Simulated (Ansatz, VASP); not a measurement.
# NbAl2C2 in VASP and in Ansatz

```
Al Nb C
1.0
     3.29525    0.00000    0.00000
    -1.64763    2.85377    0.00000
     0.00000    0.00000    8.06339
Al Nb C
2 1 2
Direct
  0.66667 0.33333 0.72864
  0.66667 0.33333 0.27136
  0.00000 0.00000 0.00000
  0.00000 0.00000 0.50000
  0.33333 0.66667 0.50000
```

Alike in both runs: task relaxation of cell and atoms; functional PBE; k mesh 6 × 6 × 2; occupations gaussian, width 0.1 eV; no spin polarisation.

|  | VASP | Ansatz |
| --- | --- | --- |
| version | VASP 6.6.1 | Ansatz 0.2.0 |
| potentials or method | VASP PAW PBE potentials, release 64 (Al, Nb_sv, C), cutoff 600 eV | scalar-relativistic, plane waves, PAW |
| valence electrons in the cell | 27 | 27 |

|  | VASP | Ansatz | Ansatz less VASP |
| --- | --- | --- | --- |
| gap on the k mesh at the Fermi level, each at its own relaxed structure (eV) | none | none | - |
| relaxed volume (Å³/atom) | 14.47 | 15.50 | +1.029 |
| relaxed cell length with the largest relative difference (Å) | 11.988 | 12.859 | +0.8704 |

A gap of «none» marks a metal or a gap that the smearing closes. One of these differences is far larger than is usual between the two programs; its cause wasn't traced.

The k mesh is coarse, so the values compare programs but aren't converged.
